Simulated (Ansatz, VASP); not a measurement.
**Two plane-wave programs on YCrC4N4**

```xyz
10
Lattice="7.5208 0.0000 0.0000 0.0000 7.5208 0.0000 0.0000 0.0000 4.0771" Properties=species:S:1:pos:R:3 pbc="T T T"
Y     3.7604    3.7604    0.0000
Cr    0.0000    0.0000    0.0000
C     1.3704    6.1504    0.0000
C     6.1504    1.3704    0.0000
C     1.3704    1.3704    0.0000
C     6.1504    6.1504    0.0000
N     2.1977    5.3231    0.0000
N     5.3231    2.1977    0.0000
N     2.1977    2.1977    0.0000
N     5.3231    5.3231    0.0000
```

Alike in both runs: task single point; functional PBE; k mesh 2 × 2 × 4; occupations gaussian, width 0.1 eV; collinear spin.

|  | VASP | Ansatz |
| --- | --- | --- |
| version | VASP 6.6.1 | Ansatz 0.2.0 |
| potentials or method | VASP PAW PBE potentials, release 64 (Y_sv, Cr_pv, C, N), cutoff 520 eV | scalar-relativistic, plane waves, PAW |
| valence electrons in the cell | 59 | 61 |

```csv
,VASP,Ansatz,Ansatz less VASP
gap on the k mesh at the Fermi level (eV),none,none,-
pressure (GPa),6.1,5.8,-0.30
"traceless stress, the component that is largest in VASP (GPa)",-6.51,-6.14,+0.363
rms of the force components (eV/Å),0.122,0.081,-0.0412
net moment per atom (μB),0.37,0.37,+0.001
size of the moment on the site where the two differ most (μB),2.97,2.35,-0.619
```

Site moments also hang on the region over which each program counts them. Atom by atom the forces differ by 0.201 eV/Å (rms over components). A gap of «none» marks a metal or a gap that the smearing closes. VASP's potentials hold 59 valence electrons a cell and Ansatz's 61, so a difference there can come from the potentials and not from the codes.

The k mesh is coarse, so the values compare programs but aren't converged. Noted on VASP's run: the standard files for N, O and F lose accuracy on very short bonds.
